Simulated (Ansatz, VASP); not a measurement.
One calculation of Ta2N, two programs

File INCAR:

```
PREC = Accurate
ENCUT = 520
EDIFF = 1E-6
ISMEAR = 0
SIGMA = 0.15
LREAL = False
LASPH = True
NELM = 60
ALGO = Normal
ISIF = 2
LWAVE = False
LCHARG = True
GGA = CA
LELF = True
LVHAR = True
NBANDS = 50
```

File KPOINTS:

```
regular mesh
0
Gamma
  9 9 8
```

File POSCAR:

```
Ta2N
1.0
    5.3763138840      0.0000000000      0.0000000000
   -2.6881569420      4.6560244023      0.0000000000
    0.0000000000      0.0000000000      4.6193288891
Ta N
6 3
Direct
    0.6669289619      0.6669289619      0.7526041962
    0.0000000000      0.3330710381      0.7526041962
    0.3330710381      0.0000000000      0.7526041962
    0.3330710381      0.3330710381      0.2473958038
    0.0000000000      0.6669289619      0.2473958038
    0.6669289619      0.0000000000      0.2473958038
    0.6666666667      0.3333333333      0.5000000000
    0.3333333333      0.6666666667      0.5000000000
    0.0000000000      0.0000000000      0.0000000000
```

Input for Ansatz:

```yaml
crystal:
  lattice:
    - [5.376313884, 0.0, 0.0]
    - [-2.688156942, 4.6560244023, 0.0]
    - [0.0, 0.0, 4.6193288891]
  atoms:
    - { symbol: Ta, position: [0.6669289619, 0.6669289619, 0.7526041962] }
    - { symbol: Ta, position: [0.0, 0.3330710381, 0.7526041962] }
    - { symbol: Ta, position: [0.3330710381, 0.0, 0.7526041962] }
    - { symbol: Ta, position: [0.3330710381, 0.3330710381, 0.2473958038] }
    - { symbol: Ta, position: [0.0, 0.6669289619, 0.2473958038] }
    - { symbol: Ta, position: [0.6669289619, 0.0, 0.2473958038] }
    - { symbol: "N", position: [0.6666666667, 0.3333333333, 0.5] }
    - { symbol: "N", position: [0.3333333333, 0.6666666667, 0.5] }
    - { symbol: "N", position: [0.0, 0.0, 0.0] }
basis:
  ecutwfc: 520.0
kpoints:
  mp_grid: { grid: [9, 9, 8] }
hamiltonian:
  xc: lda
  pseudopotentials: { kind: paw, azcp: { folder: soft_1 } }
scf:
  occupations: { method: gaussian, width: 0.15 }
output:
  forces: true
  stress: true
  eigenvalues: true
```

Alike in both runs: task single point; functional LDA; k mesh 9 × 9 × 8; occupations gaussian, width 0.15 eV; no spin polarisation.

```csv
,VASP,Ansatz
version,VASP 6.6.1,Ansatz 0.2.0
potentials or method,"VASP PAW LDA potentials, release 64 (Ta_pv, N), cutoff 520 eV","scalar-relativistic, plane waves, PAW"
valence electrons in the cell,81,93
```

```csv
,VASP,Ansatz,Ansatz less VASP
gap on the k mesh at the Fermi level (eV),none,none,-
pressure (GPa),2.7,1.1,-1.59
"traceless stress, the component that is largest in VASP (GPa)",16.80,16.84,+0.035
rms of the force components (eV/Å),0.056,0.063,+0.0068
```

Ansatz warns that its potentials were made for another functional, while VASP's fit it. LDA's correlation is that of Perdew and Zunger in VASP and of Perdew and Wang (1992) in Ansatz. Atom by atom the forces differ by 0.007 eV/Å (rms over components). A gap of «none» marks a metal or a gap that the smearing closes. VASP's potentials hold 81 valence electrons a cell and Ansatz's 93, so a difference there can come from the potentials and not from the codes.

Spin-orbit coupling is off throughout.
